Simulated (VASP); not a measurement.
# Te (Pmma) in VASP: further runs, part 2 of 2

VASP 6.6.1. The steps go on from the part before.

### Step 3. Single point, LDA

Contents of INCAR:

```
SYSTEM = Te
ALGO = Normal ; EDIFF = 1E-6
ENCUT = 500 ; GGA = CA
GGA_COMPAT = .False. ; ISIF = 2
ISMEAR = -1 ; LASPH = .True.
LCHARG = .True. ; LELF = .True.
LREAL = .False. ; LVHAR = .True.
LWAVE = .False. ; NBANDS = 20
NELM = 120 ; PREC = Accurate
SIGMA = 0.1
```

Contents of KPOINTS:

```
k-points
0
Gamma
  2 4 3
  0 0 0
```

Contents of POSCAR:

```
Te
1.0
    9.2140160000      0.0000000000      0.0000000000
    0.0000000000      3.1522020000      0.0000000000
    0.0000000000      0.0000000000      4.4566410000
Te
4
Direct
    0.7500000000      0.5000000000      0.5206230000
    0.2500000000      0.5000000000      0.4793770000
    0.0000000000      0.5000000000      0.0000000000
    0.5000000000      0.5000000000      0.0000000000
```

Potentials or basis: VASP PAW LDA potentials, release 64 (Te).

On the command line:

```bash
cat potpaw_LDA.64/Te/POTCAR > POTCAR
mpirun -np 1 vasp_std > vasp.out
```

OUTCAR:

```text
SYSTEM = Te
   EDIFF = 1E-6
   ENCUT = 500
   GGA = CA
   ISIF = 2
   ISMEAR = -1
   LASPH = .True.
   LREAL = .False.
   NELM = 120
   PREC = Accurate

 ion  position               nearest neighbor table
   1  0.750  0.500  0.521-   3 3.14   4 3.14   3 3.27   4 3.27
   2  0.250  0.500  0.479-   3 3.14   4 3.14   3 3.27   4 3.27
   3  0.000  0.500  0.000-   1 3.14   2 3.14   1 3.27   2 3.27
   4  0.500  0.500  0.000-   1 3.14   2 3.14   1 3.27   2 3.27

  LATTYP: Found a simple orthorhombic cell.
 ALAT       =     3.1522020000
 B/A-ratio  =     1.4138183403
 C/A-ratio  =     2.9230410995

  Lattice vectors:

 A1 = (   0.0000000000,   3.1522020000,   0.0000000000)
 A2 = (   0.0000000000,   0.0000000000,   4.4566410000)
 A3 = (   9.2140160000,   0.0000000000,   0.0000000000)

Analysis of symmetry for initial positions (statically):
=====================================================================
 Subroutine PRICEL returns:
 Original cell was already a primitive cell.

 Routine SETGRP: Setting up the symmetry group for a
 simple orthorhombic supercell.

 Subroutine GETGRP returns: Found  8 space group operations
 (whereof  4 operations were pure point group operations)
 out of a pool of  8 trial point group operations.

The static configuration has the point symmetry C_2h.
 The point group associated with its full space group is D_2h.

Analysis of symmetry for dynamics (positions and initial velocities):
=====================================================================
 Subroutine PRICEL returns:
 Original cell was already a primitive cell.

 Routine SETGRP: Setting up the symmetry group for a
 simple orthorhombic supercell.

 Subroutine GETGRP returns: Found  8 space group operations
 (whereof  4 operations were pure point group operations)
 out of a pool of  8 trial point group operations.

The dynamic configuration has the point symmetry C_2h.
 The point group associated with its full space group is D_2h.

 Subroutine INISYM returns: Found  8 space group operations
 (whereof  4 operations are pure point group operations),
 and found     1 'primitive' translations

----------------------------------------------------------------------------------------

                                     Primitive cell

  volume of cell :     129.4406

  direct lattice vectors                    reciprocal lattice vectors
     9.214016000  0.000000000  0.000000000     0.108530309  0.000000000  0.000000000
     0.000000000  3.152202000  0.000000000     0.000000000  0.317238553  0.000000000
     0.000000000  0.000000000  4.456641000     0.000000000  0.000000000  0.224384239

  length of vectors
     9.214016000  3.152202000  4.456641000     0.108530309  0.317238553  0.224384239

  position of ions in fractional coordinates (direct lattice)
     0.750000000  0.500000000  0.520623000
     0.250000000  0.500000000  0.479377000
     0.000000000  0.500000000  0.000000000
     0.500000000  0.500000000  0.000000000

  ion indices of the primitive-cell ions
   primitive index   ion index
                 1           1
                 2           2
                 3           3
                 4           4

[... 28 lines left out ...]
  0.000000  0.000000  0.000000      1.000000
  0.500000  0.000000  0.000000      1.000000
  0.000000  0.250000  0.000000      2.000000
  0.500000  0.250000  0.000000      2.000000
  0.000000  0.500000  0.000000      1.000000
  0.500000  0.500000  0.000000      1.000000
  0.000000  0.000000  0.333333      2.000000
  0.500000  0.000000  0.333333      2.000000
  0.000000  0.250000  0.333333      4.000000
  0.500000  0.250000  0.333333      4.000000
  0.000000  0.500000  0.333333      2.000000
  0.500000  0.500000  0.333333      2.000000
   k-points           NKPTS =     12   k-points in BZ     NKDIM =     12   number of bands    NBANDS=     20
   number of dos      NEDOS =    301   number of ions     NIONS =      4
   total plane-waves  NPLWV =  60480
   dimension x,y,z NGX =    70 NGY =   24 NGZ =   36
   dimension x,y,z NGXF=   140 NGYF=   48 NGZF=   72
   ions per type =               4
   NGX,Y,Z   is equivalent  to a cutoff of  12.63, 12.66, 13.43 a.u.
   NGXF,Y,Z  is equivalent  to a cutoff of  25.26, 25.32, 26.86 a.u.
 SYSTEM =  Te
   PREC   = accura    normal or accurate (medium, high low for compatibility)
   ISTART =      0    job   : 0-new  1-cont  2-samecut
   ICHARG =      2    charge: 1-file 2-atom 10-const
   ISPIN  =      1    spin polarized calculation?
   LNONCOLLINEAR =      F non collinear calculations
   LSORBIT =      F    spin-orbit coupling
   LASPH  =      T    aspherical Exc in radial PAW
   ENCUT  =  500.0 eV  36.75 Ry    6.06 a.u.  16.80  5.75  8.13*2*pi/ulx,y,z
   NELM   =    120;   NELMIN=  2; NELMDL= -5     # of ELM steps
   EDIFF  = 0.1E-05   stopping-criterion for ELM
   LREAL  =      F    real-space projection
   EDIFFG = 0.1E-04   stopping-criterion for IOM
   NSW    =      0    number of steps for IOM
   IBRION =     -1    ionic relax: 0-MD 1-quasi-New 2-CG
   NFREE  =      0    steps in history (QN), initial steepest desc. (CG)
   ISIF   =      2    stress and relaxation
   ISYM   =      2    0-nonsym 1-usesym 2-fastsym
   POTIM  = 0.5000    time-step for ionic-motion
   TEBEG  =    0.0;   TEEND  =   0.0 temperature during run
   PSTRESS=    0.0 pullay stress
   NELECT =      24.0000    total number of electrons
   NUPDOWN=      -1.0000    fix difference up-down
   EMIN   =  10.00;   EMAX   =-10.00  energy-range for DOS
   EFERMI =   0.00;   METHOD = LEGACY
   ISMEAR =    -1;   SIGMA  =   0.10  broadening in eV -4-tet -1-fermi 0-gaus
   EFERMI_NEDOS =   21; number of points for ismear=-14 and -15
   IALGO  =     38    algorithm
   IMIX   =      4    mixing-type and parameters
     AMIX     =   0.40;   BMIX     =  1.00
     AMIX_MAG =   1.60;   BMIX_MAG =  1.00
  volume/ion in A,a.u.               =      32.36       218.38
  Fermi-wavevector in a.u.,A,eV,Ry     =   0.933516  1.764089 11.856822  0.871452
  Thomas-Fermi vector in A             =   2.060225
   LORBIT       =      0    0 simple, 1 ext, 2 COOP (PROOUT), +10 PAW based schemes
   GGA     = CA    functional components
   LHFCALC =     F    Hartree Fock is set to
   AEXX    =    0.0000 exact exchange contribution
   IVDW    =     0    specifies the selected vdW correction
   LEPSILON=     F    determine dielectric tensor
   LRPA    =     F    only Hartree local field effects (RPA)
 non-spin polarized calculation
  energy-cutoff  :      500.00
  volume of cell :      129.44
 maximum number of plane-waves:      3308
 NGX is ok and might be reduce to    70
   NGX = 33   NGY = 11   NGZ = 17

 number of electron      23.9999998 magnetization

 Free energy of the ion-electron system (eV)
  ---------------------------------------------------
  ext. energy  EPLUGINS =         0.00000000
  ---------------------------------------------------
  free energy    TOTEN  =       -15.18117534 eV

  energy without entropy =      -15.09477927  energy(sigma->0) =      -15.13797730

 E-fermi :   6.0248     XC(G=0):  -9.5402

 val. band max:        5.8683262886   @ k =   0.5000   0.2500   0.0000
 cond. band min:       6.1931061759   @ k =   0.5000   0.2500   0.3333
 fundamental gap:      0.3247798873
 Fermi energy:         6.0248402434

 k-point     1 :       0.0000    0.0000    0.0000
  band No.  band energies     occupation
      1      -7.2921      2.00000
      2      -5.9514      2.00000
      3      -5.9476      2.00000
      4      -3.8650      2.00000
      5       1.7506      2.00000
      6       2.1079      2.00000
[... 265 lines left out ...]
     19      10.3920      0.00000
     20      10.3920      0.00000

------------------------ aborting loop because EDIFF is reached ----------------------------------------

  FORCE on cell =-STRESS in cart. coord.  units (eV):
  Direction    XX          YY          ZZ          XY          YZ          ZX
  --------------------------------------------------------------------------------------
  -------------------------------------------------------------------------------------
  Total       -4.4939999      1.5118871     -3.9958731      0.0000000      0.0000000      0.0000000
  in kB      -55.6253792     18.7136844    -49.4597158      0.0000000      0.0000000      0.0000000
  external PRESSURE =     -28.7904702 kB  Pullay stress =       0.0000000 kB

 VOLUME and BASIS-vectors are now :
 -----------------------------------------------------------------------------
  energy-cutoff  :      500.00
  volume of cell :      129.44
      direct lattice vectors                 reciprocal lattice vectors
     9.214016000  0.000000000  0.000000000     0.108530309  0.000000000  0.000000000
     0.000000000  3.152202000  0.000000000     0.000000000  0.317238553  0.000000000
     0.000000000  0.000000000  4.456641000     0.000000000  0.000000000  0.224384239

 POSITION                                       TOTAL-FORCE (eV/Angst)
 -----------------------------------------------------------------------------------
      6.91051      1.57610      2.32023         0.000000      0.000000     -0.018523
      2.30350      1.57610      2.13641         0.000000      0.000000      0.018523
      0.00000      1.57610      0.00000         0.000000      0.000000      0.000000
      4.60701      1.57610      0.00000         0.000000      0.000000      0.000000
 -----------------------------------------------------------------------------------
    total drift:                                0.000000     -0.000000      0.000000

  FREE ENERGIE OF THE ION-ELECTRON SYSTEM (eV)
  ---------------------------------------------------
  free  energy   TOTEN  =       -15.1811753351 eV

  energy  without entropy=      -15.0947792728  energy(sigma->0) =      -15.13797730
```

OSZICAR:

```text
N       E                     dE             d eps       ncg     rms          rms(c)
DAV:   1     0.968291333736E+02    0.96829E+02   -0.87125E+03   480   0.942E+02
DAV:   2    -0.803032047064E+01   -0.10486E+03   -0.10227E+03   672   0.140E+02
DAV:   3    -0.150765746945E+02   -0.70463E+01   -0.69318E+01   608   0.400E+01
DAV:   4    -0.152135593975E+02   -0.13698E+00   -0.13691E+00   600   0.626E+00
DAV:   5    -0.152166705936E+02   -0.31112E-02   -0.31111E-02   560   0.967E-01    0.148E+01
DAV:   6    -0.151907671262E+02    0.25903E-01   -0.19803E-02   568   0.618E-01    0.897E+00
DAV:   7    -0.151816217004E+02    0.91454E-02   -0.33387E-02   524   0.788E-01    0.255E-01
DAV:   8    -0.151811757064E+02    0.44599E-03   -0.28905E-03   544   0.249E-01    0.191E-01
DAV:   9    -0.151811815486E+02   -0.58422E-05   -0.12137E-04   592   0.545E-02    0.529E-02
DAV:  10    -0.151811753737E+02    0.61748E-05   -0.12021E-05   552   0.167E-02    0.475E-02
DAV:  11    -0.151811753351E+02    0.38635E-07   -0.11877E-06   336   0.536E-03
   1 F= -.15181175E+02 E0= -.15137977E+02  d E =-.863961E-01
```

Run time: 33 s. Hardware: 1 thread of AMD EPYC 7R43 (Zen 3), shared host; peak memory 0.16 GiB.

Results:

```yaml
Free_energy: -15.1812 eV
Pressure: -2.9 GPa
Largest_force: 0.019 eV/Å
Band_gap_on_the_k_mesh: zero (bands 12 and 13 overlap by 3.11 eV)
```

Forces in eV/Å, atoms in the order of the input:
```
Te   0.000  0.000 -0.019
Te   0.000  0.000  0.019
Te   0.000  0.000  0.000
Te   0.000  0.000  0.000
```

Caveat: the k points lie up to 0.50 Å⁻¹ apart, too coarse for converged energies and pressures of a metal; spin-orbit coupling is left out, which moves the levels of the heavy elements.
